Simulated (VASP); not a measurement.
Input of a VASP 6.6.1 run:

The input INCAR:

```
ALGO = Normal ; EDIFF = 1E-7
ENCUT = 520 ; ISIF = 2
ISMEAR = -1 ; LASPH = True
LCHARG = False ; LREAL = False
LWAVE = False ; NBANDS = 18
NELM = 100 ; PREC = Accurate
SIGMA = 0.05
```

File KPOINTS:

```
k-points
0
Gamma
  10 10 10
```

The input POSCAR:

```
BiTe
1.0
    0.0000000000      2.4930467374      2.4930467374
    2.4930467374      0.0000000000      2.4930467374
    2.4930467374      2.4930467374      0.0000000000
Bi Te
1 1
Direct
    0.0000000000      0.0000000000      0.0000000000
    0.5000000000      0.5000000000      0.5000000000
```

Potentials or basis: VASP PAW LDA potentials, release 64 (Bi_d, Te).

The run is started by

```sh
$ cat potpaw_LDA.64/Bi_d/POTCAR potpaw_LDA.64/Te/POTCAR > POTCAR
$ mpirun -np 1 vasp_std > vasp.out
```

Q: What does it give for the band gap on the k mesh?

A: Zero (an odd number of electrons rules out a gap without spin polarisation).

Q: What does it give for the pressure?

A: 211.0 GPa.

Caveat: the cell stands under pressure; spin-orbit coupling is left out, which moves the levels of the heavy elements.
